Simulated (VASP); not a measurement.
Al8H: single point with PBE

Slab: Al8H, a slab with vacuum.

```
CELL_PARAMETERS angstrom
5.71352 0.00000 0.00000
0.00000 8.08013 0.00000
0.00000 0.00000 22.24328
ATOMIC_POSITIONS crystal
Al 0.25000 0.25000 0.17983
Al 0.25000 0.75000 0.17983
Al 0.75000 0.25000 0.17983
Al 0.75000 0.75000 0.17983
Al 0.00000 0.00000 0.24405
Al 0.00000 0.50000 0.24405
Al 0.50000 0.00000 0.24405
Al 0.50000 0.50000 0.24405
Al 0.25000 0.25000 0.31026
Al 0.25000 0.75000 0.31026
Al 0.75000 0.25000 0.31026
Al 0.75000 0.75000 0.31026
Al 0.00000 0.00000 0.37060
Al 0.00000 0.50000 0.37060
Al 0.50000 0.00000 0.37060
Al 0.50000 0.50000 0.37060
H 0.25000 0.19313 0.50547
H 0.25000 0.30687 0.50547
```

```yaml
Program: VASP 6.6.1
Task: single point
Functional: PBE
Potentials_or_basis: VASP PAW PBE potentials, release 64 (Al, H)
Cutoff: 520 eV
k_mesh: 5 × 4 × 1
Occupations: gaussian, width 0.1 eV
Spin: no spin polarisation
Dipole_correction: yes
Further_INCAR_settings: LREAL = Auto; ALGO = Normal; EDIFF = 1e-06; NBANDS = 40
```

```json
{
 "Largest force": "3.474 eV/Å",
 "Band gap on the k mesh": "zero (band 25 reaches -0.54 eV, above the bottom of band 26 at -1.02 eV)"
}
```

Forces in eV/Å, atoms in the order of the input:
```
Al   0.000  0.000  0.215
Al   0.000  0.000  0.214
Al   0.000  0.000  0.204
Al   0.000  0.000  0.213
Al  -0.001 -0.002 -0.206
Al  -0.001  0.002 -0.206
Al   0.001 -0.002 -0.206
Al   0.001  0.002 -0.206
Al   0.000  0.000 -0.013
Al   0.000  0.000 -0.017
Al   0.000  0.000 -0.018
Al   0.000  0.000 -0.014
Al  -0.005 -0.007  0.004
Al  -0.005  0.007  0.004
Al   0.005 -0.007  0.004
Al   0.005  0.007  0.004
H    0.000  3.474  0.012
H    0.000 -3.474  0.012
```

Levels at points of the mesh, in eV from the Fermi level:
| k point | band 21 | band 22 | band 23 | band 24 | band 25 | band 26 | band 27 | band 28 | band 29 | band 30 |
| --- | --- | --- | --- | --- | --- | --- | --- | --- | --- | --- |
| (0.00, 0.00, 0.00) | -1.62 | -1.43 | -0.83 | -0.76 | -0.55 | -0.15 | -0.14 | 0.21 | 1.20 | 1.24 |
| (0.00, 0.50, 0.00) | -1.13 | -0.95 | -0.95 | -0.88 | -0.88 | 0.23 | 0.23 | 0.25 | 0.25 | 1.19 |

Wall time 6.3 min on 1 thread of Intel(R) Xeon(R) 6975P-C (Granite Rapids), on a shared host, peak memory 0.9 GiB.
